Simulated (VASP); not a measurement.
# NaI in VASP: notebook

Aim: see how the results for NaI move with the level of theory and the settings. Levels: PBE, r2SCAN. Tasks: single point.

All numbers are computed with VASP 6.6.1; they aren't measurements. Logs are shortened: lines on timing, memory, paths and dates and some standing lists are left out, and cuts for length are marked.

### Step 1. The cell of the first run

The structure is trigonal, space group R-3m (No. 166). The conventional cell has a = 4.613 Å, b = 4.613 Å, c = 11.099 Å, α = 90.00°, β = 90.00°, γ = 120.00°. Within 4.3 Å of Na (site symmetry -3m) lie 6 I at 3.24 Å. Within 4.3 Å of I (site symmetry -3m) lie 6 Na at 3.24 Å.

### Step 2. Single point, PBE (epitaxial 111 strain +1.0%)

Contents of INCAR:

```
SYSTEM = NaI
ALGO = Normal
EDIFF = 1E-6
ENCUT = 520
GGA = PE
ISIF = 2
ISMEAR = -1
LASPH = .TRUE.
LCHARG = .FALSE.
LREAL = .FALSE.
LWAVE = .FALSE.
NBANDS = 14
NELM = 80
PREC = Accurate
SIGMA = 0.02
```

Contents of KPOINTS:

```
k-points
0
G
  8 8 8
  0 0 0
```

Contents of POSCAR:

```
NaI
1.0
   -0.0386514326      3.2233662840      3.2233662840
    3.2233662840     -0.0386514326      3.2233662840
    3.2233662840      3.2233662840     -0.0386514326
Na I
1 1
Direct
    0.0000000000      0.0000000000      0.0000000000
    0.5000000000      0.5000000000      0.5000000000
```

Potentials or basis: VASP PAW PBE potentials, release 64 (Na_pv, I).

Run with:

```console
$ cat potpaw_PBE.64/Na_pv/POTCAR potpaw_PBE.64/I/POTCAR > POTCAR
$ mpirun -np 1 vasp_std > vasp.out
```

OUTCAR:

```text
SYSTEM = NaI
   EDIFF = 1E-6
   ENCUT = 520
   GGA = PE
   ISIF = 2
   ISMEAR = -1
   LASPH = .TRUE.
   LREAL = .FALSE.
   NELM = 80
   PREC = Accurate

 ion  position               nearest neighbor table
   1  0.000  0.000  0.000-
   2  0.500  0.500  0.500-

  LATTYP: Found a trigonal (rhomboedric) cell.
 ALAT       =     4.5586921737
 COS(alpha) =     0.4879739037

  Lattice vectors:

 A1 = (  -0.0386514326,   3.2233662840,   3.2233662840)
 A2 = (   3.2233662840,  -0.0386514326,   3.2233662840)
 A3 = (   3.2233662840,   3.2233662840,  -0.0386514326)

Analysis of symmetry for initial positions (statically):
=====================================================================
 Subroutine PRICEL returns:
 Original cell was already a primitive cell.

 Routine SETGRP: Setting up the symmetry group for a
 trigonal (rhombohedral) supercell.

 Subroutine GETGRP returns: Found 12 space group operations
 (whereof 12 operations were pure point group operations)
 out of a pool of 12 trial point group operations.

The static configuration has the point symmetry D_3d.

Analysis of symmetry for dynamics (positions and initial velocities):
=====================================================================
 Subroutine PRICEL returns:
 Original cell was already a primitive cell.

 Routine SETGRP: Setting up the symmetry group for a
 trigonal (rhombohedral) supercell.

 Subroutine GETGRP returns: Found 12 space group operations
 (whereof 12 operations were pure point group operations)
 out of a pool of 12 trial point group operations.

The dynamic configuration has the point symmetry D_3d.

 Subroutine INISYM returns: Found 12 space group operations
 (whereof 12 operations are pure point group operations),
 and found     1 'primitive' translations

----------------------------------------------------------------------------------------

                                     Primitive cell

  volume of cell :      68.1869

  direct lattice vectors                    reciprocal lattice vectors
    -0.038651433  3.223366284  3.223366284    -0.152354833  0.154203894  0.154203894
     3.223366284 -0.038651433  3.223366284     0.154203894 -0.152354833  0.154203894
     3.223366284  3.223366284 -0.038651433     0.154203894  0.154203894 -0.152354833

  length of vectors
     4.558692174  4.558692174  4.558692174     0.266025708  0.266025708  0.266025708

  position of ions in fractional coordinates (direct lattice)
     0.000000000  0.000000000  0.000000000
     0.500000000  0.500000000  0.500000000

[... 82 lines left out ...]
   ISIF   =      2    stress and relaxation
   ISYM   =      2    0-nonsym 1-usesym 2-fastsym
   POTIM  = 0.5000    time-step for ionic-motion
   TEBEG  =    0.0;   TEEND  =   0.0 temperature during run
   PSTRESS=    0.0 pullay stress
   NELECT =      14.0000    total number of electrons
   NUPDOWN=      -1.0000    fix difference up-down
   EMIN   =  10.00;   EMAX   =-10.00  energy-range for DOS
   EFERMI =   0.00;   METHOD = LEGACY
   ISMEAR =    -1;   SIGMA  =   0.02  broadening in eV -4-tet -1-fermi 0-gaus
   EFERMI_NEDOS =   21; number of points for ismear=-14 and -15
   IALGO  =     38    algorithm
   IMIX   =      4    mixing-type and parameters
     AMIX     =   0.40;   BMIX     =  1.00
     AMIX_MAG =   1.60;   BMIX_MAG =  1.00
  volume/ion in A,a.u.               =      34.09       230.07
  Fermi-wavevector in a.u.,A,eV,Ry     =   0.965793  1.825084 12.690912  0.932756
  Thomas-Fermi vector in A             =   2.095540
   LORBIT       =      0    0 simple, 1 ext, 2 COOP (PROOUT), +10 PAW based schemes
   GGA     = PE    functional components
   LHFCALC =     F    Hartree Fock is set to
   AEXX    =    0.0000 exact exchange contribution
   IVDW    =     0    specifies the selected vdW correction
   LEPSILON=     F    determine dielectric tensor
   LRPA    =     F    only Hartree local field effects (RPA)
 non-spin polarized calculation
  energy-cutoff  :      520.00
  volume of cell :       68.19
 maximum number of plane-waves:      1856
 NGX is ok and might be reduce to    36
   NGX = 17   NGY = 17   NGZ = 17

 number of electron      13.9999994 magnetization

 Free energy of the ion-electron system (eV)
  ---------------------------------------------------
  ext. energy  EPLUGINS =         0.00000000
  ---------------------------------------------------
  free energy    TOTEN  =        -5.38538364 eV

  energy without entropy =       -5.38538364  energy(sigma->0) =       -5.38538364

 E-fermi :   1.1879     XC(G=0):  -7.6819

 val. band max:        0.8179544489   @ k =   0.0000   0.0000   0.0000
 cond. band min:       4.3907670990   @ k =   0.0000   0.0000   0.0000
 fundamental gap:      3.5728126501
 Fermi energy:         1.1878608198

 k-point     1 :       0.0000    0.0000    0.0000
  band No.  band energies     occupation
      1     -21.6811      2.00000
      2     -21.6793      2.00000
      3     -21.6793      2.00000
      4     -10.2358      2.00000
      5       0.7424      2.00000
      6       0.7424      2.00000
      7       0.8180      2.00000
      8       4.3908      0.00000
      9       8.6300      0.00000
     10       8.6300      0.00000
     11       8.8352      0.00000
     12      10.5076      0.00000
     13      10.5076      0.00000
     14      11.1964      0.00000
[... 377 lines left out ...]
      1     -21.6834      2.00000
      2     -21.6810      2.00000
      3     -21.6794      2.00000
      4     -10.0220      2.00000
      5      -0.7635      2.00000
      6       0.3198      2.00000
      7       0.5903      2.00000
      8       6.2321      0.00000
      9       8.0964      0.00000
     10       8.2359      0.00000
     11       8.6769      0.00000
     12       9.8834      0.00000
     13      11.8898      0.00000
     14      11.9949      0.00000

 [... further k-points ...]
[... 5 lines left out ...]
  --------------------------------------------------------------------------------------
  -------------------------------------------------------------------------------------
  Total        0.1474426      0.1474426      0.1474426      0.0352857      0.0352857      0.0352857
  in kB        3.4644389      3.4644389      3.4644389      0.8291037      0.8291037      0.8291037
  external PRESSURE =       3.4644389 kB  Pullay stress =       0.0000000 kB

 VOLUME and BASIS-vectors are now :
 -----------------------------------------------------------------------------
  energy-cutoff  :      520.00
  volume of cell :       68.19
      direct lattice vectors                 reciprocal lattice vectors
    -0.038651433  3.223366284  3.223366284    -0.152354833  0.154203894  0.154203894
     3.223366284 -0.038651433  3.223366284     0.154203894 -0.152354833  0.154203894
     3.223366284  3.223366284 -0.038651433     0.154203894  0.154203894 -0.152354833

 POSITION                                       TOTAL-FORCE (eV/Angst)
 -----------------------------------------------------------------------------------
      0.00000      0.00000      0.00000         0.000000     -0.000000      0.000000
      3.20404      3.20404      3.20404        -0.000000      0.000000     -0.000000
 -----------------------------------------------------------------------------------
    total drift:                                0.000000      0.000000      0.000000

  FREE ENERGIE OF THE ION-ELECTRON SYSTEM (eV)
  ---------------------------------------------------
  free  energy   TOTEN  =        -5.3853836438 eV

  energy  without entropy=       -5.3853836438  energy(sigma->0) =       -5.38538364
```

stdout:

```text
POSCAR found type information on POSCAR NaI
 POSCAR found :  2 types and       2 ions
 scaLAPACK will be used
 LDA part: xc-table for (Slater+PW92), standard interpolation
 POSCAR, INCAR and KPOINTS ok, starting setup
 FFT: planning ... GRIDC
 FFT: planning ... GRID_SOFT
 FFT: planning ... GRID
 WAVECAR not read
 entering main loop
```

Run time: 69 s. Hardware: 1 thread of Intel Xeon Platinum 8375C at 2.90GHz (Ice Lake), shared host; peak memory 0.23 GiB.

What came out:

```yaml
Free_energy: -5.3854 eV
Pressure: 0.3 GPa
Band_gap_on_the_k_mesh: 3.57 eV, direct
```

Stress tensor (GPa, compression positive):
```
0.35 0.08 0.08
0.08 0.35 0.08
0.08 0.08 0.35
```

Levels at points of the mesh, in eV from the valence-band top:
```
           k point  band 5  band 6  band 7  band 8  band 9  band 10
(0.00, 0.00, 0.00)   -0.08   -0.08    0.00    3.57    7.81     7.81
(0.50, 0.00, 0.00)   -2.22   -0.33   -0.29    5.06    7.36     7.48
(0.50, 0.50, 0.00)   -1.93   -0.82   -0.75    4.44    5.52     9.77
(0.50, 0.50, 0.50)   -2.20   -0.37   -0.37    5.00    7.31     7.31
```

Caveat: the cell differs from its parent crystal (epitaxial 111 strain +1.0%); spin-orbit coupling is left out, which moves the levels of the heavy elements.

### Step 3. Single point, r2SCAN (uniaxial z strain -0.5%)

Contents of POSCAR:

```
NaI
1.0
    0.0000000000      3.2297205115      3.2135719090
    3.2297205115      0.0000000000      3.2135719090
    3.2297205115      3.2297205115      0.0000000000
Na I
1 1
Direct
    0.0000000000      0.0000000000      0.0000000000
    0.5000000000      0.5000000000      0.5000000000
```

Contents of INCAR.step1:

```
PREC = Accurate
ENCUT = 520
ISMEAR = 0
SIGMA = 0.01
LREAL = False
LASPH = True
NELM = 100
NBANDS = 14
GGA = PE
ALGO = Normal
EDIFF = 1E-4
LWAVE = True
LCHARG = False
```

Contents of INCAR.step2:

```
PREC = Accurate
ENCUT = 520
EDIFF = 1E-7
ISMEAR = 0
SIGMA = 0.01
LREAL = False
LASPH = True
NELM = 100
ALGO = Normal
ISIF = 2
LWAVE = False
LCHARG = True
METAGGA = R2SCAN
LMIXTAU = True
LELF = True
LVHAR = True
NBANDS = 14
ISTART = 1
```

Contents of KPOINTS:

```
regular mesh
0
Gamma
  8 8 8
```

Potentials or basis: VASP PAW PBE potentials, release 64 (Na_pv, I).

Run with:

```console
$ cat potpaw_PBE.64/Na_pv/POTCAR potpaw_PBE.64/I/POTCAR > POTCAR
$ cp INCAR.step1 INCAR
$ mpirun -np 1 vasp_std > vasp.out
$ cp INCAR.step2 INCAR
$ mpirun -np 1 vasp_std > vasp.out
```

OUTCAR:

```text
PREC = Accurate
   ENCUT = 520
   EDIFF = 1E-7
   ISMEAR = 0
   LREAL = False
   LASPH = True
   NELM = 100
   ISIF = 2
   METAGGA = R2SCAN
   ISTART = 1

 ion  position               nearest neighbor table
   1  0.000  0.000  0.000-
   2  0.500  0.500  0.500-

  LATTYP: Found a body centered tetragonal cell.
 ALAT       =     4.5675145500
 C/A-ratio  =     1.4071424946

  Lattice vectors:

 A1 = (   0.0000000000,  -3.2297205115,  -3.2135719090)
 A2 = (   0.0000000000,   3.2297205115,  -3.2135719090)
 A3 = (   3.2297205115,   0.0000000000,   3.2135719090)

Analysis of symmetry for initial positions (statically):
=====================================================================
 Subroutine PRICEL returns:
 Original cell was already a primitive cell.

 Routine SETGRP: Setting up the symmetry group for a
 body centered tetragonal supercell.

 Subroutine GETGRP returns: Found 16 space group operations
 (whereof 16 operations were pure point group operations)
 out of a pool of 16 trial point group operations.

The static configuration has the point symmetry D_4h.

[... 165 lines left out ...]
 fundamental gap:      4.4715271453
 Fermi energy:         0.6121264361

 k-point     1 :       0.0000    0.0000    0.0000
  band No.  band energies     occupation
      1     -22.6809      2.00000
      2     -22.6807      2.00000
      3     -22.6803      2.00000
      4     -10.8170      2.00000
      5       0.5547      2.00000
      6       0.5606      2.00000
      7       0.5606      2.00000
      8       5.0321      0.00000
      9       9.0222      0.00000
     10       9.0222      0.00000
     11       9.0550      0.00000
     12      10.8750      0.00000
     13      10.9309      0.00000
     14      11.6868      0.00000
[... 377 lines left out ...]
      1     -22.6845      2.00000
      2     -22.6814      2.00000
      3     -22.6809      2.00000
      4     -10.5395      2.00000
      5      -1.1855      2.00000
      6       0.1542      2.00000
      7       0.1969      2.00000
      8       6.6951      0.00000
      9       8.3323      0.00000
     10       8.7986      0.00000
     11       9.3207      0.00000
     12      11.4192      0.00000
     13      12.4193      0.00000
     14      12.5281      0.00000

 [... further k-points ...]
[... 5 lines left out ...]
  --------------------------------------------------------------------------------------
  -------------------------------------------------------------------------------------
  Total       -0.0161759     -0.0161759      0.0447404      0.0000000     -0.0000000     -0.0000000
  in kB       -0.3865725     -0.3865725      1.0692096      0.0000000     -0.0000000     -0.0000000
  external PRESSURE =       0.0986882 kB  Pullay stress =       0.0000000 kB

 VOLUME and BASIS-vectors are now :
 -----------------------------------------------------------------------------
  energy-cutoff  :      520.00
  volume of cell :       67.04
      direct lattice vectors                 reciprocal lattice vectors
     0.000000000  3.229720512  3.213571909    -0.154812157  0.154812157  0.155590108
     3.229720512  0.000000000  3.213571909     0.154812157 -0.154812157  0.155590108
     3.229720512  3.229720512  0.000000000     0.154812157  0.154812157 -0.155590108

 POSITION                                       TOTAL-FORCE (eV/Angst)
 -----------------------------------------------------------------------------------
      0.00000      0.00000      0.00000         0.000000     -0.000000      0.000000
      3.22972      3.22972      3.21357        -0.000000      0.000000      0.000000
 -----------------------------------------------------------------------------------
    total drift:                                0.000000      0.000000      0.000000

  FREE ENERGIE OF THE ION-ELECTRON SYSTEM (eV)
  ---------------------------------------------------
  free  energy   TOTEN  =       -31.0858445792 eV

  energy  without entropy=      -31.0858445792  energy(sigma->0) =      -31.08584458
```

Run time: 5.8 min. Hardware: 1 thread of Intel Xeon Platinum 8375C at 2.90GHz (Ice Lake), shared host; peak memory 0.25 GiB.

Results:

```
Free energy            : -31.0858 eV
Pressure               : 0.0 GPa
Band gap on the k mesh : 4.47 eV, direct
```

Caveat: the cell differs from its parent crystal (uniaxial z strain -0.5%); the PAW data sets were made with another functional, which shifts forces and pressure a little; spin-orbit coupling is left out, which moves the levels of the heavy elements.
